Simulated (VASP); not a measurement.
A run of VASP 6.6.1 is set up as follows.

Contents of INCAR:

```
SYSTEM = MnSb
AGGAC = 1.0
AGGAX = 1.0
ALDAC = 0.0
ALDAX = 1.0
ALGO = Normal
EDIFF = 1E-6
ENCUT = 520
GGA = B5
ISIF = 2
ISMEAR = -1
ISPIN = 2
LASPH = .TRUE.
LCHARG = .TRUE.
LELF = .TRUE.
LMAXMIX = 4
LORBIT = 11
LREAL = .FALSE.
LVHAR = .TRUE.
LWAVE = .FALSE.
MAGMOM = 0 0 4 4
NBANDS = 30
NELM = 150
PREC = Accurate
SIGMA = 0.05
```

File KPOINTS:

```
k-points
0
G
  7 7 5
  0 0 0
```

POSCAR

```
MnSb
1.0
    4.1500000000      0.0000000000      0.0000000000
   -2.0750000000      3.5940054257      0.0000000000
    0.0000000000      0.0000000000      5.7800000000
Sb Mn
2 2
Direct
    0.6666666667      0.3333333333      0.7500000000
    0.3333333333      0.6666666667      0.2500000000
    0.0000000000      0.0000000000      0.5000000000
    0.0000000000      0.0000000000      0.0000000000
```

Potentials or basis: VASP PAW PBE potentials, release 64 (Sb, Mn_pv).

Run with:

```bash
$ cat potpaw_PBE.64/Sb/POTCAR potpaw_PBE.64/Mn_pv/POTCAR > POTCAR
$ mpirun -np 1 vasp_std > vasp.out
```

(1) What does it give for the site moments?

(2) Predict the pressure.

Answers

(1) Sb -0.12; Mn +3.31 μB.

(2) 1.2 GPa.

Caveat: the PAW data sets were made with another functional, which shifts forces and pressure a little.
